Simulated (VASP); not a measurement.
Runs of VASP 6.6.1 on InAs. The structure is that of space group F-43m (No. 216), or close to it. The cells are those of the table. 

| cell | gap on the mesh (eV) | pressure (GPa) |
| --- | --- | --- |
| a = 4.418 Å, angles 60.0°, 2 atoms | none | (a) |
| a = 4.330 Å, angles 60.0°, 2 atoms | none | 1.7 |
| a = 4.239 Å, angles 60.0°, 2 atoms | none | 5.8 |
| a = 4.192 Å, angles 60.0°, 2 atoms | 0.11 | (b) |
| a = 4.285 Å, angles 60.0°, 2 atoms | none | 3.6 |

Alike in all rows: task single point; level PBE; potentials or basis VASP PAW PBE potentials, release 64 (In_d, As); no spin polarisation; k mesh 12 × 12 × 12; cutoff (eV) 520; smearing gaussian 0.1 eV.

Q: Estimate the missing entries.

A: (a) -1.3; (b) 8.5.

Caveats: spin-orbit coupling is left out, which moves the levels of the heavy elements.

A k mesh can miss the band edges, and the runs leave out spin-orbit coupling on As, In.

A gap of «none» marks levels without a gap at the run's occupations.
